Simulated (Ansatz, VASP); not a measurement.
FeGe: VASP beside Ansatz

```
CELL_PARAMETERS angstrom
4.61087 0.00000 0.00000
0.00000 4.61087 0.00000
0.00000 0.00000 4.61087
ATOMIC_POSITIONS crystal
Fe 0.13411 0.13411 0.13411
Fe 0.36589 0.86589 0.63411
Fe 0.63411 0.36589 0.86589
Fe 0.86589 0.63411 0.36589
Ge 0.83857 0.83857 0.83857
Ge 0.66143 0.16143 0.33857
Ge 0.33857 0.66143 0.16143
Ge 0.16143 0.33857 0.66143
```

Alike in both runs: functional PBE; k mesh 8 × 8 × 8; occupations gaussian, width 0.05 eV; no spin polarisation.

Ansatz relaxed the structure, and its values are those at the end. VASP's run is a single point on that final structure, the one shown.

|  | VASP | Ansatz |
| --- | --- | --- |
| version | VASP 6.6.1 | Ansatz 0.2.0 |
| potentials or method | VASP PAW PBE potentials, release 64 (Fe, Ge_d), cutoff 520 eV | scalar-relativistic, plane waves, PAW |
| valence electrons in the cell | 88 | 120 |

VASP gave:

```
gap on the k mesh at the Fermi level (eV) : 0.11
least direct gap on the mesh (eV)         : 0.14
pressure (GPa)                            : 3.9
rms of the force components (eV/Å)        : 0.012
```

Which values does Ansatz return?

gap on the k mesh at the Fermi level (eV): 0.12; least direct gap on the mesh (eV): 0.14; pressure (GPa): 3.6; rms of the force components (eV/Å): 0.000.

The functional is the same, so the differences come from potentials, cutoffs and numerics. VASP's potentials hold 88 valence electrons a cell and Ansatz's 120, so a difference there can come from the potentials and not from the codes. Ansatz's warnings: stress scf threshold loose.
